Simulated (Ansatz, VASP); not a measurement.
# Two plane-wave programs on HC4

File INCAR:

```
PREC = Accurate ; ENCUT = 520
EDIFF = 1E-6 ; ISMEAR = 0
SIGMA = 0.1 ; LREAL = F
LASPH = T ; NELM = 60
ALGO = Normal ; ISIF = 2
LWAVE = F ; LCHARG = F
LDIPOL = T ; IDIPOL = 3
DIPOL = 0.5 0.5 0.241 ; GGA = PE
IVDW = 12 ; NBANDS = 28
```

KPOINTS

```
Automatic mesh
0
Gamma
  6 6 1
```

Contents of POSCAR:

```
HC4
1.0
    4.9313048819      0.0000000000      0.0000000000
   -2.4656524409      4.2706353015      0.0000000000
    0.0000000000      0.0000000000     18.0000331942
C H
8 2
Direct
    0.3333333333      0.1666666667      0.2222236565
    0.3333333333      0.6666666667      0.2222236565
    0.8333333333      0.1666666667      0.2222236565
    0.8333333333      0.6666666667      0.2222236565
    0.1666666667      0.3333333333      0.2222218124
    0.1666666667      0.8333333333      0.2222218124
    0.6666666667      0.3333333333      0.2222218124
    0.6666666667      0.8333333333      0.2222218124
    0.2572885523      0.1666666667      0.3183345904
    0.4093781144      0.1666666667      0.3183345904
```

Input for Ansatz:

```yaml
crystal:
  lattice:
    - [4.9313048819, 0.0, 0.0]
    - [-2.4656524409, 4.2706353015, 0.0]
    - [0.0, 0.0, 18.0000331942]
  atoms:
    - { symbol: C, position: [0.3333333333, 0.1666666667, 0.2222236565] }
    - { symbol: C, position: [0.3333333333, 0.6666666667, 0.2222236565] }
    - { symbol: C, position: [0.8333333333, 0.1666666667, 0.2222236565] }
    - { symbol: C, position: [0.8333333333, 0.6666666667, 0.2222236565] }
    - { symbol: C, position: [0.1666666667, 0.3333333333, 0.2222218124] }
    - { symbol: C, position: [0.1666666667, 0.8333333333, 0.2222218124] }
    - { symbol: C, position: [0.6666666667, 0.3333333333, 0.2222218124] }
    - { symbol: C, position: [0.6666666667, 0.8333333333, 0.2222218124] }
    - { symbol: H, position: [0.2572885523, 0.1666666667, 0.3183345904] }
    - { symbol: H, position: [0.4093781144, 0.1666666667, 0.3183345904] }
basis:
  ecutwfc: 420
kpoints:
  mp_grid: { grid: [6, 6, 1] }
hamiltonian:
  xc: pbe
  pseudopotentials: { kind: paw, azcp: { folder: soft_1 } }
  dispersion: d3bj
scf:
  occupations: { method: gaussian, width: 0.1 }
output:
  forces: true
  eigenvalues: true
efield:
  axis: 3
  dipole_correction: true
  ramp_width: 0.04
```

Alike in both runs: task single point; functional PBE; dispersion D3(BJ); k mesh 6 × 6 × 1; occupations gaussian, width 0.1 eV; no spin polarisation.

```csv
,VASP,Ansatz
version,VASP 6.6.1,Ansatz 0.2.0
potentials or method,"VASP PAW PBE potentials, release 64 (C, H), cutoff 520 eV","scalar-relativistic, plane waves, PAW"
valence electrons in the cell,34,34
```

Ansatz gave:

| Quantity | Value |
| --- | --- |
| gap on the k mesh at the Fermi level (eV) | 0.27 |
| least direct gap on the mesh (eV) | 0.27 |
| rms of the force components (eV/Å) | 0.774 |

**Question.** Estimate VASP's values.

**Answer.** gap on the k mesh at the Fermi level (eV): 0.27; least direct gap on the mesh (eV): 0.27; rms of the force components (eV/Å): 0.775.

Atom by atom the forces differ by 0.007 eV/Å (rms over components).
